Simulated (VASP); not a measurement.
# TiO2: single point with r2SCAN

TiO2:

```
Ti O
1.0
    -1.87076    1.87076    4.54132
     1.87076   -1.87076    4.54132
     1.87076    1.87076   -4.54132
Ti O
2 4
Direct
  0.00000 0.00000 0.00000
  0.75000 0.25000 0.50000
  0.96430 0.46430 0.50000
  0.21430 0.21430 0.00000
  0.53570 0.03570 0.50000
  0.78570 0.78570 0.00000
```

```yaml
Program: VASP 6.6.1
Task: single point
Functional: r2SCAN
Potentials_or_basis: VASP PAW PBE potentials, release 64 (Ti_sv, O)
Cutoff: 520 eV
k_mesh: 8 × 8 × 8
Occupations: gaussian, width 0.02 eV
Spin: no spin polarisation
Dipole_correction: no
Further_INCAR_settings: ALGO = Normal; EDIFF = 1e-07; NBANDS = 33
```

```yaml
Pressure: 16.5 GPa
Largest_force: 0.046 eV/Å
Band_gap_on_the_k_mesh: 2.46 eV, indirect (least direct gap 2.97 eV)
```

Forces on the atoms (eV/Å):
```
Ti   0.000  0.000  0.000
Ti   0.000  0.000  0.000
O    0.000  0.000  0.046
O    0.000  0.000  0.046
O    0.000  0.000 -0.046
O    0.000  0.000 -0.046
```

Stress tensor (GPa, compression positive):
```
16.49  0.00  0.00
 0.00 16.49  0.00
 0.00  0.00 16.40
```

Levels at points of the mesh, in eV from the valence-band top:
| k point | band 22 | band 23 | band 24 | band 25 | band 26 | band 27 |
| --- | --- | --- | --- | --- | --- | --- |
| (0.00, 0.00, 0.00) | -0.75 | -0.68 | -0.68 | 2.46 | 3.41 | 4.30 |
| (0.50, 0.00, 0.00) | -1.20 | -0.96 | -0.72 | 3.78 | 3.93 | 4.19 |
| (0.50, 0.50, 0.00) | -2.41 | 0.00 | 0.00 | 4.09 | 4.09 | 4.54 |
| (0.50, 0.50, 0.50) | -1.46 | -0.27 | -0.27 | 2.92 | 2.92 | 4.38 |

Run time: 9.5 min on 1 thread of Intel(R) Xeon(R) Platinum 8488C (Sapphire Rapids), on a shared host, peak memory 0.3 GiB.

Caveat: the PAW data sets were made with another functional, which shifts forces and pressure a little. A k mesh can miss the band edges.
